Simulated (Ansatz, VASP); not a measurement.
Re: VASP beside Ansatz

INCAR

```
SYSTEM = Re
PREC     = Accurate       ! precision mode
ENCUT    = 520            ! plane-wave cutoff, eV
EDIFF    = 1E-7           ! SCF threshold, eV
ISMEAR   = 0              ! smearing method
SIGMA    = 0.15           ! smearing width, eV
LREAL    = .FALSE.        ! projectors in reciprocal space
LASPH    = .TRUE.         ! aspherical terms in the spheres
NELM     = 80             ! most SCF steps
ALGO     = Normal         ! electronic algorithm
ISIF     = 2              ! what is computed and relaxed
LWAVE    = .FALSE.        ! write WAVECAR
LCHARG   = .FALSE.        ! write CHGCAR
GGA      = CA             ! functional
NBANDS   = 10             ! bands
```

The input KPOINTS:

```
Automatic mesh
0
G
  22 22 22
  0 0 0
```

POSCAR

```
Re
1.0
    0.0000000000      2.2169741472      1.5674007220
    2.2169741472      0.0000000000      1.5674007220
    2.2169741472      2.2169741472      0.0000000000
Re
1
Direct
    0.0000000000      0.0000000000      0.0000000000
```

Input for Ansatz:

```yaml
crystal:
  lattice:
    - [0.0, 2.2169741472, 1.567400722]
    - [2.2169741472, 0.0, 1.567400722]
    - [2.2169741472, 2.2169741472, 0.0]
  atoms:
    - { symbol: Re, position: [0.0, 0.0, 0.0] }
basis:
  ecutwfc: 420
kpoints:
  mp_grid: { grid: [22, 22, 22] }
hamiltonian:
  xc: lda
scf:
  occupations: { method: gaussian, width: 0.15 }
output:
  forces: true
  stress: true
  eigenvalues: true
```

Alike in both runs: task single point; functional LDA; k mesh 22 × 22 × 22; occupations gaussian, width 0.15 eV; no spin polarisation.

|  | VASP | Ansatz |
| --- | --- | --- |
| version | VASP 6.6.1 | Ansatz 0.2.0 |
| potentials or method | VASP PAW LDA potentials, release 64 (Re), cutoff 520 eV | scalar-relativistic, plane waves, PAW |
| valence electrons in the cell | 7 | 15 |

|  | VASP | Ansatz | Ansatz less VASP |
| --- | --- | --- | --- |
| gap on the k mesh at the Fermi level (eV) | none | none | - |
| pressure (GPa) | -20.8 | -21.6 | -0.80 |

LDA's correlation is that of Perdew and Zunger in VASP and of Perdew and Wang (1992) in Ansatz. A gap of «none» marks a metal or a gap that the smearing closes. VASP's potentials hold 7 valence electrons a cell and Ansatz's 15, so a difference there can come from the potentials and not from the codes.

Neither program's run includes spin-orbit coupling.
